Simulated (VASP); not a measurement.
WC (Qusongite):

```
W C
1.0
     2.92575    0.00000    0.00000
    -1.46287    2.53377    0.00000
     0.00000    0.00000    2.85539
W C
1 1
Direct
  0.00000 0.00000 0.00000
  0.66667 0.33333 0.50000
```

Base run:

| Property | Result |
| --- | --- |
| Program | VASP 6.6.1 |
| Functional | r2SCAN |
| Potentials or basis | VASP PAW PBE potentials, release 64 (W_sv, C) |
| Cutoff | 520 eV |
| k mesh | 10 × 10 × 9 |
| Occupations | fermi-dirac, width 0.05 eV |
| Spin | no spin polarisation |

Its results: band gap on the k mesh zero (band 9 reaches 11.37 eV, above the bottom of band 10 at 10.18 eV); pressure -4.7 GPa.

Question: After a change of settings the same cell gave: band gap on the k mesh zero (band 9 reaches 11.34 eV, above the bottom of band 10 at 10.15 eV); pressure -14.8 GPa. Which change was it?
A. potentials or basis from VASP PAW PBE potentials, release 64 (W_sv, C) to VASP PAW PBE potentials, release 64 (W_sv, C_h); cutoff from 520 eV to 910 eV
B. further incar settings from ALGO = Normal; EDIFF = 1e-06; NBANDS = 16 to ALGO = Normal; EDIFF = 1e-07; NBANDS = 16
C. functional from r2SCAN to revPBE; further incar settings from ALGO = Normal; EDIFF = 1e-06; NBANDS = 16 to ALGO = Normal; EDIFF = 1e-07; NBANDS = 16
D. functional from r2SCAN to LDA; potentials or basis from VASP PAW PBE potentials, release 64 (W_sv, C) to VASP PAW LDA potentials, release 64 (W_sv, C)

Answer: D.

Caveats: spin-orbit coupling is left out, which moves the levels of the heavy elements; the PAW data sets were made with another functional, which shifts forces and pressure a little (some runs).
